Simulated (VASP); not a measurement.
**Zr: single point with PBE**

Crystal: Zr.

```xyz
3
Lattice="5.0423 0.0000 0.0000 -2.5211 4.3667 0.0000 0.0000 0.0000 3.1476" Properties=species:S:1:pos:R:3 pbc="T T T"
Zr   -2.5211    4.3667    3.1476
Zr    0.0000    2.9112    1.5738
Zr    2.5211    1.4556    1.5738
```

This isn't the form of Zr at room conditions, which is hcp.

```yaml
Program: VASP 6.6.1
Task: single point
Functional: PBE
Potentials_or_basis: VASP PAW PBE potentials, release 64 (Zr_sv)
Cutoff: 520 eV
k_mesh: 10 × 10 × 13
Occupations: fermi-dirac, width 0.05 eV
Spin: collinear spin
Starting_moments: "[1.0, 1.0, 1.0] μB"
Dipole_correction: no
Further_INCAR_settings: ALGO = Normal; EDIFF = 1e-06; NBANDS = 29
```

```yaml
Pressure: 0.0 GPa
Band_gap_on_the_k_mesh: zero (filled and empty bands overlap)
Net_moment: 0.00 μB per cell
Valence_electrons_inside_the_program's_atomic_spheres: Zr 9.71, 9.90 (each value once)
```

Levels at points of the mesh, in eV from the Fermi level:
Spin up:
```
           k point  band 16  band 17  band 18  band 19  band 20  band 21
(0.00, 0.00, 0.00)    -0.50    -0.46    -0.46    -0.18     0.83     1.62
(0.50, 0.00, 0.00)    -0.60    -0.57    -0.47     0.01     0.69     1.13
```
Spin down:
| k point | band 14 | band 15 | band 16 | band 17 | band 18 | band 19 | band 20 | band 21 | band 22 | band 23 |
| --- | --- | --- | --- | --- | --- | --- | --- | --- | --- | --- |
| (0.00, 0.00, 0.00) | -2.35 | -0.50 | -0.50 | -0.46 | -0.46 | -0.18 | 0.83 | 1.62 | 1.62 | 2.23 |
| (0.50, 0.00, 0.00) | -3.13 | -2.89 | -0.60 | -0.57 | -0.47 | 0.01 | 0.69 | 1.13 | 1.57 | 2.38 |

Wall time 5 min on 1 thread of Intel(R) Xeon(R) Platinum 8259CL CPU @ 2.50GHz (Skylake/Cascade Lake), on a shared host, peak memory 0.4 GiB.
